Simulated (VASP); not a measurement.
C, 4 atoms in the cell. The structure is hexagonal, space group P6_3/mmc (No. 194). The conventional cell has a = 2.512 Å, b = 2.512 Å, c = 4.180 Å, α = 90.00°, β = 90.00°, γ = 120.00°. Within 2.1 Å of C (site symmetry 3m) lie 4 C at 1.54 to 1.57 Å. 

```yaml
Program: VASP 6.6.1
Task: relaxation of cell and atoms
Functional: r2SCAN
Potentials_or_basis: VASP PAW PBE potentials, release 64 (C)
Cutoff: 600 eV
k_mesh: 12 × 12 × 6
Occupations: fermi-dirac, width 0.02 eV
Spin: no spin polarisation
Dipole_correction: no
Further_INCAR_settings: ALGO = Normal; EDIFF = 1e-07; IBRION = 2; EDIFFG = -0.005; NSW = 80; ISIF = 3
```

Potentials or basis: VASP PAW PBE potentials, release 64 (C).

Launch:

```bash
$ cat potpaw_PBE.64/C/POTCAR > POTCAR
$ cp INCAR.step1 INCAR
$ mpirun -np 1 vasp_std > vasp.out
$ cp INCAR.step2 INCAR
$ mpirun -np 1 vasp_std > vasp.out
```

Hardware: 1 thread of Intel Xeon 8259CL, with other jobs on the host.

Problem. How long does it take, and how much memory?

Solution. It took 7.1 min on 1 thread of Intel Xeon 8259CL (shared host), peak memory 0.15 GiB. Counts: k points 76, ion steps 6.
